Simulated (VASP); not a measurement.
Wanted: the native input for a VASP 6.6.1 run.

```yaml
Task: single point
Functional: LDA
Potentials_or_basis: VASP PAW LDA potentials, release 64 (Zn, Sn_d)
Cutoff: 520 eV
k_mesh: 6 × 6 × 6
Occupations: methfessel-paxton, width 0.1 eV
Spin: no spin polarisation
Dipole_correction: no
Further_INCAR_settings: ALGO = Normal; EDIFF = 1e-06; NBANDS = 35
```

The structure of ZnSn3 lies in POSCAR:

```
ZnSn3
1.0
    0.0000000000      3.5955509626      3.5955509626
    3.5955509626      0.0000000000      3.5955509626
    3.5955509626      3.5955509626      0.0000000000
Zn Sn
1 3
Direct
    0.0000000000      0.0000000000      0.0000000000
    0.2500000000      0.2500000000      0.2500000000
    0.7500000000      0.7500000000      0.7500000000
    0.5000000000      0.5000000000      0.5000000000
```

One way to write it, as run:

INCAR

```
SYSTEM = ZnSn3
  PREC = Accurate
  ENCUT = 520
  EDIFF = 1E-6
  ISMEAR = 1
  SIGMA = 0.1
  LREAL = .False.
  LASPH = .True.
  NELM = 60
  ALGO = Normal
  ISIF = 2
  LWAVE = .False.
  LCHARG = .True.
  LELF = .True.
  LVHAR = .True.
  NBANDS = 35
```

KPOINTS

```
Automatic mesh
0
Gamma
  6 6 6
  0 0 0
```

Potentials or basis: VASP PAW LDA potentials, release 64 (Zn, Sn_d).

Command:

```console
$ cat potpaw_LDA.64/Zn/POTCAR potpaw_LDA.64/Sn_d/POTCAR > POTCAR
$ mpirun -np 1 vasp_std > vasp.out
```

Results of the run:

```json
{"Pressure": "0.1 GPa", "Band gap on the k mesh": "zero (band 27 reaches 10.77 eV, above the bottom of band 28 at 6.07 eV)"}
```

Caveat: spin-orbit coupling is left out, which moves the levels of the heavy elements.

Wall time 65 s on 1 thread of Intel(R) Xeon(R) Platinum 8175M CPU @ 2.50GHz (Skylake/Cascade Lake), with other jobs on the host, peak memory 0.21 GiB.
